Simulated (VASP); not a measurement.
Input of a VASP 6.6.1 run:

Contents of INCAR:

```
SYSTEM = CoO
ALGO = Normal ; EDIFF = 1E-6
ENCUT = 700 ; GGA_COMPAT = .False.
ISIF = 2 ; ISMEAR = -1
ISPIN = 2 ; LASPH = .True.
LCHARG = .False. ; LMAXMIX = 4
LORBIT = 11 ; LREAL = .False.
LWAVE = .False. ; MAGMOM = 2.5 0
NBANDS = 22 ; NELM = 200
PREC = Accurate ; SIGMA = 0.1
```

Contents of KPOINTS:

```
k-points
0
Gamma
  10 10 10
  0 0 0
```

File POSCAR:

```
CoO
1.0
    0.0000000000      2.1315000000      2.1315000000
    2.1315000000      0.0000000000      2.1315000000
    2.1315000000      2.1315000000      0.0000000000
Co O
1 1
Direct
    0.0000000000      0.0000000000      0.0000000000
    0.5000000000      0.5000000000      0.5000000000
```

Potentials or basis: VASP PAW LDA potentials, release 64 (Co_sv, O).

Launch:

```console
$ cat potpaw_LDA.64/Co_sv/POTCAR potpaw_LDA.64/O/POTCAR > POTCAR
$ mpirun -np 1 vasp_std > vasp.out
```

Problem. Estimate the pressure.

Solution. -21.1 GPa.

Problem. Predict the site moments.

Solution. Co +2.33; O +0.28 μB.

Problem. Predict the net moment.

Solution. 2.72 μB per cell.

Caveat: the cell stands under tension; a cell with one magnetic atom can't hold antiferromagnetic order, which such compounds often take.
